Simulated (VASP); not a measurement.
# TaRu (Pm-3m) in VASP: a series of runs

Runs on TaRu. Level: LDA. Tasks: electric field gradients.

Everything below comes from runs of VASP 6.6.1. Logs are shortened: lines on timing, memory, paths and dates and some standing lists are left out, and cuts for length are marked.

### Step 1. The cell of the first run

Symmetry: Pm-3m, No. 221, cubic system. Conventional cell: a = 3.176 Å, b = 3.176 Å, c = 3.176 Å, α = 90.00°, β = 90.00°, γ = 90.00°. Ta (site symmetry m-3m) has 8 Ru at 2.75 Å and 6 Ta at 3.18 Å within 3.6 Å. Within 3.6 Å of Ru (site symmetry m-3m) lie 8 Ta at 2.75 Å and 6 Ru at 3.18 Å.

### Step 2. Electric field gradients, LDA (16.02 Å³/atom)

Contents of INCAR:

```
PREC = Accurate
ENCUT = 520
EDIFF = 1E-8
ISMEAR = -1
SIGMA = 0.03
LREAL = False
LASPH = True
NELM = 80
ALGO = Normal
ISIF = 2
LWAVE = False
LCHARG = False
GGA = CA
LEFG = True
NBANDS = 20
```

Contents of KPOINTS:

```
Automatic mesh
0
Gamma
  13 13 13
```

Contents of POSCAR:

```
TaRu
1.0
    3.1763410575      0.0000000000      0.0000000000
    0.0000000000      3.1763410575      0.0000000000
    0.0000000000      0.0000000000      3.1763410575
Ta Ru
1 1
Direct
    0.5000000000      0.5000000000      0.5000000000
    0.0000000000      0.0000000000      0.0000000000
```

Potentials or basis: VASP PAW LDA potentials, release 64 (Ta_pv, Ru_pv).

Command:

```console
> cat potpaw_LDA.64/Ta_pv/POTCAR potpaw_LDA.64/Ru_pv/POTCAR > POTCAR
> mpirun -np 1 vasp_std > vasp.out
```

OUTCAR:

```text
PREC = Accurate
   ENCUT = 520
   EDIFF = 1E-8
   ISMEAR = -1
   LREAL = False
   LASPH = True
   NELM = 80
   ISIF = 2
   GGA = CA

 ion  position               nearest neighbor table
   1  0.500  0.500  0.500-   2 2.75   2 2.75   2 2.75   2 2.75   2 2.75   2 2.75   2 2.75   2 2.75

   2  0.000  0.000  0.000-   1 2.75   1 2.75   1 2.75   1 2.75   1 2.75   1 2.75   1 2.75   1 2.75

  LATTYP: Found a simple cubic cell.
 ALAT       =     3.1763410575

  Lattice vectors:

 A1 = (   3.1763410575,   0.0000000000,   0.0000000000)
 A2 = (   0.0000000000,   3.1763410575,   0.0000000000)
 A3 = (   0.0000000000,   0.0000000000,   3.1763410575)

Analysis of symmetry for initial positions (statically):
=====================================================================
 Subroutine PRICEL returns:
 Original cell was already a primitive cell.

 Routine SETGRP: Setting up the symmetry group for a
 simple cubic supercell.

 Subroutine GETGRP returns: Found 48 space group operations
 (whereof 48 operations were pure point group operations)
 out of a pool of 48 trial point group operations.

The static configuration has the point symmetry O_h .

Analysis of symmetry for dynamics (positions and initial velocities):
=====================================================================
 Subroutine PRICEL returns:
 Original cell was already a primitive cell.

 Routine SETGRP: Setting up the symmetry group for a
 simple cubic supercell.

 Subroutine GETGRP returns: Found 48 space group operations
 (whereof 48 operations were pure point group operations)
 out of a pool of 48 trial point group operations.

The dynamic configuration has the point symmetry O_h .

 Subroutine INISYM returns: Found 48 space group operations
 (whereof 48 operations are pure point group operations),
 and found     1 'primitive' translations

----------------------------------------------------------------------------------------

                                     Primitive cell

  volume of cell :      32.0466

[... 117 lines left out ...]
   LEPSILON=     F    determine dielectric tensor
   LRPA    =     F    only Hartree local field effects (RPA)
 non-spin polarized calculation
  energy-cutoff  :      520.00
  volume of cell :       32.05
 maximum number of plane-waves:       882
 NGX is ok and might be reduce to    24
   NGX = 11   NGY = 11   NGZ = 11

 number of electron      24.9999990 magnetization

 Free energy of the ion-electron system (eV)
  ---------------------------------------------------
  ext. energy  EPLUGINS =         0.00000000
  ---------------------------------------------------
  free energy    TOTEN  =       -23.93464776 eV

  energy without entropy =      -23.92472185  energy(sigma->0) =      -23.92968480

 E-fermi :   9.2926     XC(G=0): -13.4069

 val. band max:        9.2919957844   @ k =   0.4615   0.1538   0.0769
 cond. band min:       9.3106156901   @ k =   0.3846   0.3077   0.0769
 fundamental gap:      0.0186199057
 Fermi energy:         9.2925560050

 k-point     1 :       0.0000    0.0000    0.0000
  band No.  band energies     occupation
      1     -33.6816      2.00000
      2     -33.6816      2.00000
      3     -33.6816      2.00000
      4     -25.5522      2.00000
      5     -25.5522      2.00000
      6     -25.5522      2.00000
[... 541 lines left out ...]
     19      19.1379      0.00000
     20      19.2738      0.00000

 [... further k-points ...]

------------------------ aborting loop because EDIFF is reached ----------------------------------------

  FORCE on cell =-STRESS in cart. coord.  units (eV):
  Direction    XX          YY          ZZ          XY          YZ          ZX
  --------------------------------------------------------------------------------------
  -------------------------------------------------------------------------------------
  Total       -2.6631751     -2.6631751     -2.6631751     -0.0000000     -0.0000000      0.0000000
  in kB     -133.1462445   -133.1462445   -133.1462445     -0.0000000     -0.0000000      0.0000000
  external PRESSURE =    -133.1462445 kB  Pullay stress =       0.0000000 kB

 VOLUME and BASIS-vectors are now :
 -----------------------------------------------------------------------------
  energy-cutoff  :      520.00
  volume of cell :       32.05
      direct lattice vectors                 reciprocal lattice vectors
     3.176341058  0.000000000  0.000000000     0.314827653  0.000000000  0.000000000
     0.000000000  3.176341058  0.000000000     0.000000000  0.314827653  0.000000000
     0.000000000  0.000000000  3.176341058     0.000000000  0.000000000  0.314827653

 POSITION                                       TOTAL-FORCE (eV/Angst)
 -----------------------------------------------------------------------------------
      1.58817      1.58817      1.58817         0.000000      0.000000      0.000000
      0.00000      0.00000      0.00000         0.000000      0.000000      0.000000
 -----------------------------------------------------------------------------------
    total drift:                                0.000000      0.000000     -0.000000

  FREE ENERGIE OF THE ION-ELECTRON SYSTEM (eV)
  ---------------------------------------------------
  free  energy   TOTEN  =       -23.9346477602 eV

  energy  without entropy=      -23.9247218490  energy(sigma->0) =      -23.92968480

 Electric field gradients (V/A^2)
---------------------------------------------------------------------
 ion       V_xx      V_yy      V_zz      V_xy      V_xz      V_yz
---------------------------------------------------------------------
   1      -0.000    -0.000    -0.000     0.000     0.000     0.000
   2       0.000     0.000    -0.000     0.000     0.000    -0.000
---------------------------------------------------------------------

 Electric field gradients after diagonalization (V/A^2)
 (convention: |V_zz| > |V_xx| > |V_yy|)
----------------------------------------------------------------------
 ion       V_xx      V_yy      V_zz     asymmetry (V_yy - V_xx)/ V_zz
----------------------------------------------------------------------
   1      -0.000    -0.000    -0.000      -0.116
   2       0.000     0.000    -0.000       0.164
----------------------------------------------------------------------

           NMR quadrupolar parameters

 Cq : quadrupolar parameter    Cq=e*Q*V_zz/h
 eta: asymmetry parameters     (V_yy - V_xx)/ V_zz
 Q  : nuclear electric quadrupole moment in mb (millibarn)
----------------------------------------------------------------------
 ion       Cq(MHz)       eta       Q (mb)
----------------------------------------------------------------------
   1      -0.000      -0.116       1.000
   2      -0.000       0.164       1.000
----------------------------------------------------------------------
```

OSZICAR:

```text
N       E                     dE             d eps       ncg     rms          rms(c)
DAV:   1     0.227177155208E+03    0.22718E+03   -0.14106E+04  3360   0.128E+03
DAV:   2    -0.195671868754E+02   -0.24674E+03   -0.24159E+03  3616   0.396E+02
DAV:   3    -0.251504189881E+02   -0.55832E+01   -0.55109E+01  4000   0.607E+01
DAV:   4    -0.251955009505E+02   -0.45082E-01   -0.44939E-01  3912   0.541E+00
DAV:   5    -0.251961828248E+02   -0.68187E-03   -0.68076E-03  4160   0.600E-01    0.175E+01
DAV:   6    -0.241801772326E+02    0.10160E+01   -0.16243E+00  3816   0.110E+01    0.695E+00
DAV:   7    -0.241123557590E+02    0.67821E-01   -0.16022E+00  3696   0.642E+00    0.383E+00
DAV:   8    -0.239403759677E+02    0.17198E+00   -0.89425E-01  3728   0.513E+00    0.592E-01
DAV:   9    -0.239349862095E+02    0.53898E-02   -0.12806E-02  3884   0.940E-01    0.213E-01
DAV:  10    -0.239346475081E+02    0.33870E-03   -0.42330E-04  4324   0.163E-01    0.512E-02
DAV:  11    -0.239346483220E+02   -0.81392E-06   -0.14906E-05  3884   0.269E-02    0.207E-02
DAV:  12    -0.239346477433E+02    0.57876E-06   -0.52255E-06  3864   0.149E-02    0.153E-03
DAV:  13    -0.239346477594E+02   -0.16137E-07   -0.93629E-08  4060   0.211E-03    0.433E-04
DAV:  14    -0.239346477602E+02   -0.78717E-09   -0.28843E-09  2496   0.441E-04
   1 F= -.23934648E+02 E0= -.23929685E+02  d E =-.992591E-02
```

It took 61 s on 1 thread of AMD EPYC 7R13, shared host; peak memory 0.14 GiB.

What came out:

| Item | Value |
| --- | --- |
| Free energy | -23.9346 eV |
| Pressure | -13.3 GPa |
| Band gap on the k mesh | zero (an odd number of electrons rules out a gap without spin polarisation) |
| Largest electric field gradient by atom | zero within the noise of the run |

Caveat: the cell stands under tension; spin-orbit coupling is left out, which moves the levels of the heavy elements.

### Step 3. Electric field gradients, LDA (16.35 Å³/atom)

This run uses another cell than the first one, of 16.35 Å³/atom.

Contents of INCAR:

```
SYSTEM = TaRu
  ALGO = Normal
  EDIFF = 1E-8
  ENCUT = 520
  GGA = CA
  ISIF = 2
  ISMEAR = -1
  LASPH = .TRUE.
  LCHARG = .FALSE.
  LEFG = .TRUE.
  LREAL = .FALSE.
  LWAVE = .FALSE.
  NBANDS = 20
  NELM = 80
  PREC = Accurate
  SIGMA = 0.03
```

Contents of KPOINTS:

```
k-points
0
G
  13 13 13
  0 0 0
```

Contents of POSCAR:

```
TaRu
1.0
    3.1975881176      0.0000000000      0.0000000000
    0.0000000000      3.1975881176      0.0000000000
    0.0000000000      0.0000000000      3.1975881176
Ta Ru
1 1
Direct
    0.5000000000      0.5000000000      0.5000000000
    0.0000000000      0.0000000000      0.0000000000
```

Potentials or basis: VASP PAW LDA potentials, release 64 (Ta_pv, Ru_pv).

Command:

```console
> cat potpaw_LDA.64/Ta_pv/POTCAR potpaw_LDA.64/Ru_pv/POTCAR > POTCAR
> mpirun -np 1 vasp_std > vasp.out
```

OUTCAR:

```text
SYSTEM = TaRu
   EDIFF = 1E-8
   ENCUT = 520
   GGA = CA
   ISIF = 2
   ISMEAR = -1
   LASPH = .TRUE.
   LREAL = .FALSE.
   NELM = 80
   PREC = Accurate

 ion  position               nearest neighbor table
   1  0.500  0.500  0.500-   2 2.77   2 2.77   2 2.77   2 2.77   2 2.77   2 2.77   2 2.77   2 2.77

   2  0.000  0.000  0.000-   1 2.77   1 2.77   1 2.77   1 2.77   1 2.77   1 2.77   1 2.77   1 2.77

  LATTYP: Found a simple cubic cell.
 ALAT       =     3.1975881176

  Lattice vectors:

 A1 = (   3.1975881176,   0.0000000000,   0.0000000000)
 A2 = (   0.0000000000,   3.1975881176,   0.0000000000)
 A3 = (   0.0000000000,   0.0000000000,   3.1975881176)

Analysis of symmetry for initial positions (statically):
=====================================================================
 Subroutine PRICEL returns:
 Original cell was already a primitive cell.

 Routine SETGRP: Setting up the symmetry group for a
 simple cubic supercell.

 Subroutine GETGRP returns: Found 48 space group operations
 (whereof 48 operations were pure point group operations)
 out of a pool of 48 trial point group operations.

The static configuration has the point symmetry O_h .

Analysis of symmetry for dynamics (positions and initial velocities):
=====================================================================
 Subroutine PRICEL returns:
 Original cell was already a primitive cell.

 Routine SETGRP: Setting up the symmetry group for a
 simple cubic supercell.

 Subroutine GETGRP returns: Found 48 space group operations
 (whereof 48 operations were pure point group operations)
 out of a pool of 48 trial point group operations.

The dynamic configuration has the point symmetry O_h .

[... 155 lines left out ...]
      1     -33.9045      2.00000
      2     -33.9045      2.00000
      3     -33.9045      2.00000
      4     -25.8557      2.00000
      5     -25.8557      2.00000
      6     -25.8557      2.00000
[... 541 lines left out ...]
     19      18.6347      0.00000
     20      19.0371      0.00000

 [... further k-points ...]

------------------------ aborting loop because EDIFF is reached ----------------------------------------

  FORCE on cell =-STRESS in cart. coord.  units (eV):
  Direction    XX          YY          ZZ          XY          YZ          ZX
  --------------------------------------------------------------------------------------
  -------------------------------------------------------------------------------------
  Total       -3.5979476     -3.5979476     -3.5979476      0.0000000      0.0000000     -0.0000000
  in kB     -176.3184869   -176.3184869   -176.3184869      0.0000000      0.0000000     -0.0000000
  external PRESSURE =    -176.3184869 kB  Pullay stress =       0.0000000 kB

 VOLUME and BASIS-vectors are now :
 -----------------------------------------------------------------------------
  energy-cutoff  :      520.00
  volume of cell :       32.69
      direct lattice vectors                 reciprocal lattice vectors
     3.197588118  0.000000000  0.000000000     0.312735713  0.000000000  0.000000000
     0.000000000  3.197588118  0.000000000     0.000000000  0.312735713  0.000000000
     0.000000000  0.000000000  3.197588118     0.000000000  0.000000000  0.312735713

 POSITION                                       TOTAL-FORCE (eV/Angst)
 -----------------------------------------------------------------------------------
      1.59879      1.59879      1.59879         0.000000      0.000000      0.000000
      0.00000      0.00000      0.00000         0.000000      0.000000      0.000000
 -----------------------------------------------------------------------------------
    total drift:                                0.000000      0.000000     -0.000000

  FREE ENERGIE OF THE ION-ELECTRON SYSTEM (eV)
  ---------------------------------------------------
  free  energy   TOTEN  =       -23.8722896662 eV

  energy  without entropy=      -23.8617893492  energy(sigma->0) =      -23.86703951

 Electric field gradients (V/A^2)
---------------------------------------------------------------------
 ion       V_xx      V_yy      V_zz      V_xy      V_xz      V_yz
---------------------------------------------------------------------
   1       0.000     0.000     0.000     0.000    -0.000     0.000
   2       0.000    -0.000     0.000    -0.000     0.000     0.000
---------------------------------------------------------------------

 Electric field gradients after diagonalization (V/A^2)
 (convention: |V_zz| > |V_xx| > |V_yy|)
----------------------------------------------------------------------
 ion       V_xx      V_yy      V_zz     asymmetry (V_yy - V_xx)/ V_zz
----------------------------------------------------------------------
   1       0.000     0.000     0.000      -0.227
   2       0.000     0.000    -0.000       0.482
----------------------------------------------------------------------

           NMR quadrupolar parameters

 Cq : quadrupolar parameter    Cq=e*Q*V_zz/h
 eta: asymmetry parameters     (V_yy - V_xx)/ V_zz
 Q  : nuclear electric quadrupole moment in mb (millibarn)
----------------------------------------------------------------------
 ion       Cq(MHz)       eta       Q (mb)
----------------------------------------------------------------------
   1       0.000      -0.227       1.000
   2      -0.000       0.482       1.000
----------------------------------------------------------------------
```

OSZICAR:

```text
N       E                     dE             d eps       ncg     rms          rms(c)
DAV:   1     0.227122642780E+03    0.22712E+03   -0.14192E+04  3360   0.128E+03
DAV:   2    -0.194218009304E+02   -0.24654E+03   -0.24129E+03  3672   0.394E+02
DAV:   3    -0.251199674989E+02   -0.56982E+01   -0.56260E+01  3972   0.613E+01
DAV:   4    -0.251656352079E+02   -0.45668E-01   -0.45502E-01  3972   0.545E+00
DAV:   5    -0.251662676901E+02   -0.63248E-03   -0.63192E-03  4112   0.595E-01    0.168E+01
DAV:   6    -0.241112224837E+02    0.10550E+01   -0.15799E+00  3804   0.108E+01    0.659E+00
DAV:   7    -0.239872635875E+02    0.12396E+00   -0.11859E+00  3704   0.584E+00    0.298E+00
DAV:   8    -0.238780240320E+02    0.10924E+00   -0.58107E-01  3744   0.409E+00    0.585E-01
DAV:   9    -0.238726327357E+02    0.53913E-02   -0.10035E-02  3888   0.847E-01    0.207E-01
DAV:  10    -0.238722884356E+02    0.34430E-03   -0.38253E-04  4348   0.163E-01    0.468E-02
DAV:  11    -0.238722895958E+02   -0.11602E-05   -0.84008E-06  3888   0.235E-02    0.193E-02
DAV:  12    -0.238722896515E+02   -0.55730E-07   -0.37174E-06  3904   0.127E-02    0.151E-03
DAV:  13    -0.238722896668E+02   -0.15287E-07   -0.80257E-08  4068   0.201E-03    0.371E-04
DAV:  14    -0.238722896662E+02    0.65393E-09   -0.25467E-09  2544   0.390E-04
   1 F= -.23872290E+02 E0= -.23867040E+02  d E =-.105003E-01
```

It took 58 s on 1 thread of AMD EPYC 7R13, shared host; peak memory 0.14 GiB.

What came out:

```yaml
Free_energy: -23.8723 eV
Pressure: -17.6 GPa
Band_gap_on_the_k_mesh: zero (an odd number of electrons rules out a gap without spin polarisation)
Largest_electric_field_gradient_by_atom: zero within the noise of the run
```

Caveat: the cell stands under tension; spin-orbit coupling is left out, which moves the levels of the heavy elements.

(Part 1 of 2 ends here.)
